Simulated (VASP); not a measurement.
# Bi (I4/mmm) in VASP: further runs

Bi is run at these levels: PBE+D3(BJ); tasks: single point.

Program: VASP 6.6.1. These are calculated values, not measurements. Logs are shortened: lines on timing, memory, paths and dates and some standing lists are left out, and cuts for length are marked.

## 1. The cell of the first run

The structure is tetragonal, space group I4/mmm (No. 139). The conventional cell has a = 3.695 Å, b = 3.695 Å, c = 4.291 Å, α = 90.00°, β = 90.00°, γ = 90.00°. Within 4.4 Å of Bi (site symmetry 4/mmm) lie 14 Bi at 3.38 to 4.29 Å.

## 2. Single point, PBE+D3(BJ) (29.29 Å³/atom)

Contents of INCAR:

```
SYSTEM = Bi
PREC = Accurate ; ENCUT = 520
EDIFF = 1E-7 ; ISMEAR = 0
SIGMA = 0.15 ; LREAL = .FALSE.
LASPH = .TRUE. ; NELM = 60
ALGO = Fast ; ISIF = 2
LWAVE = .FALSE. ; LCHARG = .FALSE.
GGA = PE ; IVDW = 12
NBANDS = 14
```

Contents of KPOINTS:

```
regular mesh
0
G
  18 18 18
  0 0 0
```

Contents of POSCAR:

```
Bi
1.0
   -1.8475196241      1.8475196241      2.1453397875
    1.8475196241     -1.8475196241      2.1453397875
    1.8475196241      1.8475196241     -2.1453397875
Bi
1
Direct
    0.0000000000      0.0000000000      0.0000000000
```

Potentials or basis: VASP PAW PBE potentials, release 64 (Bi_d).

Started as:

```bash
cat potpaw_PBE.64/Bi_d/POTCAR > POTCAR
mpirun -np 1 vasp_std > vasp.out
```

OUTCAR:

```text
SYSTEM = Bi
   PREC = Accurate
   ENCUT = 520
   EDIFF = 1E-7
   ISMEAR = 0
   LREAL = .FALSE.
   LASPH = .TRUE.
   NELM = 60
   ISIF = 2
   GGA = PE
   IVDW = 12
 IVDW          = 12

 ion  position               nearest neighbor table
   1  0.000  0.000  0.000-

  LATTYP: Found a body centered tetragonal cell.
 ALAT       =     3.6950392482
 C/A-ratio  =     1.1612000000

  Lattice vectors:

 A1 = (  -1.8475196241,   1.8475196241,   2.1453397875)
 A2 = (   1.8475196241,  -1.8475196241,   2.1453397875)
 A3 = (   1.8475196241,   1.8475196241,  -2.1453397875)

Analysis of symmetry for initial positions (statically):
=====================================================================
 Subroutine PRICEL returns:
 Original cell was already a primitive cell.

 Routine SETGRP: Setting up the symmetry group for a
 body centered tetragonal supercell.

 Subroutine GETGRP returns: Found 16 space group operations
 (whereof 16 operations were pure point group operations)
 out of a pool of 16 trial point group operations.

The static configuration has the point symmetry D_4h.

Analysis of symmetry for dynamics (positions and initial velocities):
=====================================================================
 Subroutine PRICEL returns:
 Original cell was already a primitive cell.

 Routine SETGRP: Setting up the symmetry group for a
 body centered tetragonal supercell.

 Subroutine GETGRP returns: Found 16 space group operations
 (whereof 16 operations were pure point group operations)
 out of a pool of 16 trial point group operations.

The dynamic configuration has the point symmetry D_4h.

 Subroutine INISYM returns: Found 16 space group operations
 (whereof 16 operations are pure point group operations),
 and found     1 'primitive' translations

----------------------------------------------------------------------------------------

                                     Primitive cell

  volume of cell :      29.2910

  direct lattice vectors                    reciprocal lattice vectors
    -1.847519624  1.847519624  2.145339788     0.000000000  0.270633120  0.233063314
     1.847519624 -1.847519624  2.145339788     0.270633120  0.000000000  0.233063314
     1.847519624  1.847519624 -2.145339788     0.270633120  0.270633120  0.000000000

  length of vectors
     3.380701159  3.380701159  3.380701159     0.357156540  0.357156540  0.382733029

  position of ions in fractional coordinates (direct lattice)
     0.000000000  0.000000000  0.000000000

[... 85 lines left out ...]
   PSTRESS=    0.0 pullay stress
   NELECT =      15.0000    total number of electrons
   NUPDOWN=      -1.0000    fix difference up-down
   EMIN   =  10.00;   EMAX   =-10.00  energy-range for DOS
   EFERMI =   0.00;   METHOD = LEGACY
   ISMEAR =     0;   SIGMA  =   0.15  broadening in eV -4-tet -1-fermi 0-gaus
   EFERMI_NEDOS =   21; number of points for ismear=-14 and -15
   IALGO  =     68    algorithm
   IMIX   =      4    mixing-type and parameters
     AMIX     =   0.40;   BMIX     =  1.00
     AMIX_MAG =   1.60;   BMIX_MAG =  1.00
  volume/ion in A,a.u.               =      29.29       197.67
  Fermi-wavevector in a.u.,A,eV,Ry     =   1.309766  2.475100 23.340632  1.715488
  Thomas-Fermi vector in A             =   2.440343
   LORBIT       =      0    0 simple, 1 ext, 2 COOP (PROOUT), +10 PAW based schemes
   GGA     = PE    functional components
   LHFCALC =     F    Hartree Fock is set to
   AEXX    =    0.0000 exact exchange contribution
   IVDW    =    12    specifies the selected vdW correction
   LEPSILON=     F    determine dielectric tensor
   LRPA    =     F    only Hartree local field effects (RPA)
 non-spin polarized calculation
 RMM-DIIS sequential band-by-band and
 Gauss-broadening in eV      SIGMA  =   0.15
  energy-cutoff  :      520.00
  volume of cell :       29.29
 maximum number of plane-waves:       801
 NGX is ok and might be reduce to    28
   NGX = 13   NGY = 13   NGZ = 13

 number of electron      14.9999998 magnetization

 Free energy of the ion-electron system (eV)
  ---------------------------------------------------
  ext. energy  EPLUGINS =         0.00000000
  ---------------------------------------------------
  free energy    TOTEN  =        -3.70495547 eV

  energy without entropy =       -3.69775522  energy(sigma->0) =       -3.70135534

 E-fermi :   8.7254     XC(G=0): -10.5850

 val. band max:        8.7227469835   @ k =  -0.3889   0.3889   0.2778
 cond. band min:       8.7269925175   @ k =  -0.2222   0.4444   0.1111
 fundamental gap:      0.0042455340
 Fermi energy:         8.7254186503

 k-point     1 :       0.0000    0.0000    0.0000
  band No.  band energies     occupation
      1     -14.3987      2.00000
      2     -14.3987      2.00000
      3     -14.3527      2.00000
      4     -14.2829      2.00000
      5     -14.2272      2.00000
      6      -5.2644      2.00000
      7      14.0193      0.00000
      8      14.2925      0.00000
      9      14.2925      0.00000
     10      18.2333      0.00000
     11      18.4750      0.00000
     12      20.0714      0.00000
     13      20.0729      0.00000
     14      20.2498      0.00000
[... 377 lines left out ...]
      1     -14.3928      2.00000
      2     -14.3734      2.00000
      3     -14.3010      2.00000
      4     -14.2819      2.00000
      5     -14.2364      2.00000
      6      -4.4808      2.00000
      7       9.2673      0.00000
      8      12.7320      0.00000
      9      13.3826      0.00000
     10      17.0727      0.00000
     11      17.8549      0.00000
     12      19.1175      0.00000
     13      20.8409      0.00000
     14      21.5852      0.00000

 [... further k-points ...]

------------------------ aborting loop because EDIFF is reached ----------------------------------------

 Edisp (eV)   -0.53812

 E8    (eV) :    -0.2643

  FORCE on cell =-STRESS in cart. coord.  units (eV):
  Direction    XX          YY          ZZ          XY          YZ          ZX
  --------------------------------------------------------------------------------------
  -------------------------------------------------------------------------------------
  Total       0.48451     0.48451     0.08685     0.00000     0.00000     0.00000
  in kB      26.50220    26.50220     4.75070     0.00000     0.00000     0.00000
  external pressure =       19.25 kB  Pullay stress =        0.00 kB

 VOLUME and BASIS-vectors are now :
 -----------------------------------------------------------------------------
  energy-cutoff  :      520.00
  volume of cell :       29.29
      direct lattice vectors                 reciprocal lattice vectors
    -1.847519624  1.847519624  2.145339788     0.000000000  0.270633120  0.233063314
     1.847519624 -1.847519624  2.145339788     0.270633120  0.000000000  0.233063314
     1.847519624  1.847519624 -2.145339788     0.270633120  0.270633120  0.000000000

 POSITION                                       TOTAL-FORCE (eV/Angst)
 -----------------------------------------------------------------------------------
      0.00000      0.00000      0.00000         0.000000     -0.000000      0.000000
 -----------------------------------------------------------------------------------
    total drift:                               -0.000000     -0.000000     -0.000000

  FREE ENERGIE OF THE ION-ELECTRON SYSTEM (eV)
  ---------------------------------------------------
  free  energy   TOTEN  =        -4.2430777281 eV

  energy  without entropy=       -4.2358774739  energy(sigma->0) =       -4.23947760
```

stdout:

```text
POSCAR found type information on POSCAR Bi
 POSCAR found :  1 types and       1 ions
 scaLAPACK will be used
 LDA part: xc-table for (Slater+PW92), standard interpolation
 POSCAR, INCAR and KPOINTS ok, starting setup
 FFT: planning ... GRIDC
 FFT: planning ... GRID_SOFT
 FFT: planning ... GRID
 WAVECAR not read
 entering main loop
WARNING in EDDRMM: call to ZHEGV failed, returncode =   8  4     12
WARNING in EDDRMM: call to ZHEGV failed, returncode =   8  4     11
WARNING in EDDRMM: call to ZHEGV failed, returncode =   8  4     12
WARNING in EDDRMM: call to ZHEGV failed, returncode =   6  3     12
WARNING in EDDRMM: call to ZHEGV failed, returncode =   8  4     14
WARNING in EDDRMM: call to ZHEGV failed, returncode =   8  4     10
WARNING in EDDRMM: call to ZHEGV failed, returncode =   6  3     13
WARNING in EDDRMM: call to ZHEGV failed, returncode =   8  4     13
WARNING in EDDRMM: call to ZHEGV failed, returncode =   8  4     13
 num prob WARNING in EDDRMM: call to ZHEGV failed, returncode =   8  4     11
WARNING in EDDRMM: call to ZHEGV failed, returncode =   8  4     13
 num prob WARNING in EDDRMM: call to ZHEGV failed, returncode =   6  3     10
WARNING in EDDRMM: call to ZHEGV failed, returncode =   6  3     11
 num prob  num prob RMM:  13    -0.370495547003E+01    0.61495E-07   -0.56160E-07 13071   0.739E-03
```

Run time: 7.2 min. Hardware: 1 thread of Intel Xeon 8259CL, shared host; peak memory 0.3 GiB.

Results:

| Item | Value |
| --- | --- |
| Free energy | -4.2431 eV |
| Pressure | 1.9 GPa |
| Band gap on the k mesh | zero (an odd number of electrons rules out a gap without spin polarisation) |
| Dispersion energy per atom | -0.538 eV |

Caveat: spin-orbit coupling is left out, which moves the levels of the heavy elements.

## 3. Single point, PBE+D3(BJ) (29.29 Å³/atom)

Contents of INCAR:

```
PREC = Accurate
ENCUT = 520
EDIFF = 1E-6
ISMEAR = 0
SIGMA = 0.15
LREAL = F
LASPH = T
NELM = 100
ALGO = Fast
ISIF = 2
LWAVE = F
LCHARG = F
GGA = PE
IVDW = 12
NBANDS = 14
```

Contents of KPOINTS:

```
Automatic mesh
0
Gamma
  18 18 18
```

Contents of POSCAR:

```
Bi
1.0
   -2.0410644983      2.0410644983      1.7577647459
    2.0410644983     -2.0410644983      1.7577647459
    2.0410644983      2.0410644983     -1.7577647459
Bi
1
Direct
    0.0000000000      0.0000000000      0.0000000000
```

Potentials or basis: VASP PAW PBE potentials, release 64 (Bi_d).

Started as:

```bash
cat potpaw_PBE.64/Bi_d/POTCAR > POTCAR
mpirun -np 1 vasp_std > vasp.out
```

OUTCAR:

```text
PREC = Accurate
   ENCUT = 520
   EDIFF = 1E-6
   ISMEAR = 0
   LREAL = F
   LASPH = T
   NELM = 100
   ISIF = 2
   GGA = PE
   IVDW = 12
 IVDW          = 12

 ion  position               nearest neighbor table
   1  0.000  0.000  0.000-

  LATTYP: Found a body centered tetragonal cell.
 ALAT       =     4.0821289966
 C/A-ratio  =     0.8612000000

  Lattice vectors:

 A1 = (  -2.0410644983,   2.0410644983,   1.7577647459)
 A2 = (   2.0410644983,  -2.0410644983,   1.7577647459)
 A3 = (   2.0410644983,   2.0410644983,  -1.7577647459)

[... 588 lines left out ...]

 [... further k-points ...]

------------------------ aborting loop because EDIFF is reached ----------------------------------------

 Edisp (eV)   -0.53841

 E8    (eV) :    -0.2645

  FORCE on cell =-STRESS in cart. coord.  units (eV):
  Direction    XX          YY          ZZ          XY          YZ          ZX
  --------------------------------------------------------------------------------------
  -------------------------------------------------------------------------------------
  Total       0.33935     0.33935     0.54525     0.00000     0.00000     0.00000
  in kB      18.56201    18.56201    29.82431     0.00000     0.00000     0.00000
  external pressure =       22.32 kB  Pullay stress =        0.00 kB

 VOLUME and BASIS-vectors are now :
 -----------------------------------------------------------------------------
  energy-cutoff  :      520.00
  volume of cell :       29.29
      direct lattice vectors                 reciprocal lattice vectors
    -2.041064498  2.041064498  1.757764746     0.000000000  0.244970211  0.284452172
     2.041064498 -2.041064498  1.757764746     0.244970211  0.000000000  0.284452172
     2.041064498  2.041064498 -1.757764746     0.244970211  0.244970211  0.000000000

 POSITION                                       TOTAL-FORCE (eV/Angst)
 -----------------------------------------------------------------------------------
      0.00000      0.00000      0.00000         0.000000      0.000000      0.000000
 -----------------------------------------------------------------------------------
    total drift:                               -0.000000     -0.000000     -0.000000

  FREE ENERGIE OF THE ION-ELECTRON SYSTEM (eV)
  ---------------------------------------------------
  free  energy   TOTEN  =        -4.2490903274 eV

  energy  without entropy=       -4.2419388423  energy(sigma->0) =       -4.24551458
```

stdout:

```text
POSCAR found type information on POSCAR Bi
 POSCAR found :  1 types and       1 ions
 scaLAPACK will be used
 LDA part: xc-table for (Slater+PW92), standard interpolation
 POSCAR, INCAR and KPOINTS ok, starting setup
 FFT: planning ... GRIDC
 FFT: planning ... GRID_SOFT
 FFT: planning ... GRID
 WAVECAR not read
 entering main loop
WARNING in EDDRMM: call to ZHEGV failed, returncode =   8  4     14
WARNING in EDDRMM: call to ZHEGV failed, returncode =   6  3     10
WARNING in EDDRMM: call to ZHEGV failed, returncode =   6  3     12
WARNING in EDDRMM: call to ZHEGV failed, returncode =   8  4     12
WARNING in EDDRMM: call to ZHEGV failed, returncode =   6  3     13
WARNING in EDDRMM: call to ZHEGV failed, returncode =   6  3     12
WARNING in EDDRMM: call to ZHEGV failed, returncode =   6  3     12
```

Wall time 6.6 min (1 thread of Intel Xeon 8259CL, shared host); peak memory 0.3 GiB.

What came out:

```
Free energy                : -4.2491 eV
Pressure                   : 2.2 GPa
Band gap on the k mesh     : zero (an odd number of electrons rules out a gap without spin polarisation)
Dispersion energy per atom : -0.538 eV
```

Stress tensor (GPa, compression positive):
```
1.86 0.00 0.00
0.00 1.86 0.00
0.00 0.00 2.98
```

Levels at points of the mesh, in eV from the Fermi level:
| k point | band 4 | band 5 | band 6 | band 7 | band 8 | band 9 | band 10 | band 11 |
| --- | --- | --- | --- | --- | --- | --- | --- | --- |
| (0.00, 0.00, 0.00) | -23.07 | -22.97 | -14.04 | 4.92 | 4.92 | 6.30 | 9.29 | 10.19 |
| (0.50, 0.00, 0.00) | -22.97 | -22.90 | -10.32 | -5.39 | 1.23 | 2.74 | 5.59 | 6.98 |
| (0.50, 0.50, 0.00) | -23.02 | -22.92 | -11.10 | -5.71 | 2.99 | 5.10 | 7.68 | 9.48 |
| (0.50, 0.50, 0.50) | -22.94 | -22.90 | -8.53 | -2.79 | -2.79 | -0.06 | 2.81 | 4.58 |

Caveat: spin-orbit coupling is left out, which moves the levels of the heavy elements.

## 4. Single point, PBE+D3(BJ) (29.29 Å³/atom)

Contents of INCAR:

```
  PREC = Accurate
  ENCUT = 520
  EDIFF = 1E-6
  ISMEAR = 0
  SIGMA = 0.15
  LREAL = F
  LASPH = T
  NELM = 80
  ALGO = Fast
  ISIF = 2
  LWAVE = F
  LCHARG = F
  GGA = PE
  IVDW = 12
  NBANDS = 14
```

KPOINTS is that of step 3.

Contents of POSCAR:

```
Bi
1.0
   -1.8020669468      1.8020669468      2.2549263705
    1.8020669468     -1.8020669468      2.2549263705
    1.8020669468      1.8020669468     -2.2549263705
Bi
1
Direct
    0.0000000000      0.0000000000      0.0000000000
```

Started as:

```bash
cat potpaw_PBE.64/Bi_d/POTCAR > POTCAR
mpirun -np 1 vasp_std > vasp.out
```

It took 5.4 min on 1 thread of Intel Xeon 8259CL, shared host; peak memory 0.3 GiB.

It converged, with:

```yaml
Free_energy: -4.2230 eV
Pressure: 2.0 GPa
Band_gap_on_the_k_mesh: zero (an odd number of electrons rules out a gap without spin polarisation)
Dispersion_energy_per_atom: -0.538 eV
```

Stress tensor (GPa, compression positive):
```
2.64 0.00 0.00
0.00 2.64 0.00
0.00 0.00 0.77
```

Levels at points of the mesh, in eV from the Fermi level:
```csv
k point,band 5,band 6,band 7,band 8,band 9,band 10
"(0.00, 0.00, 0.00)",-22.99,-14.02,5.28,5.48,5.48,9.21
"(0.50, 0.00, 0.00)",-22.92,-10.80,-5.62,2.78,4.24,7.31
"(0.50, 0.50, 0.00)",-22.89,-9.96,-5.06,0.57,1.40,4.64
"(0.50, 0.50, 0.50)",-22.91,-8.85,-4.03,-0.55,-0.55,3.44
```

Caveat: spin-orbit coupling is left out, which moves the levels of the heavy elements.

## 5. Overview

| cell | further INCAR settings | gap on the mesh (eV) | pressure (GPa) |
| --- | --- | --- | --- |
| a = 3.381 Å, angles 113.7, 113.7, 101.2°, 1 atom | ALGO = Fast; EDIFF = 1e-07; NBANDS = 14 | none | 1.9 |
| a = 3.380 Å, angles 105.7, 105.7, 117.3°, 1 atom | ALGO = Fast; EDIFF = 1e-06; NBANDS = 14 | none | 2.2 |
| a = 3.403 Å, angles 116.0, 116.0, 97.0°, 1 atom | ALGO = Fast; EDIFF = 1e-06; NBANDS = 14 | none | 2.0 |

Alike in all rows: task single point; level PBE+D3(BJ); potentials or basis VASP PAW PBE potentials, release 64 (Bi_d); no spin polarisation; k mesh 18 × 18 × 18; cutoff (eV) 520; smearing gaussian 0.15 eV.

Caveats: spin-orbit coupling is left out, which moves the levels of the heavy elements.

Absolute energies hang on the potentials; compare differences alone.
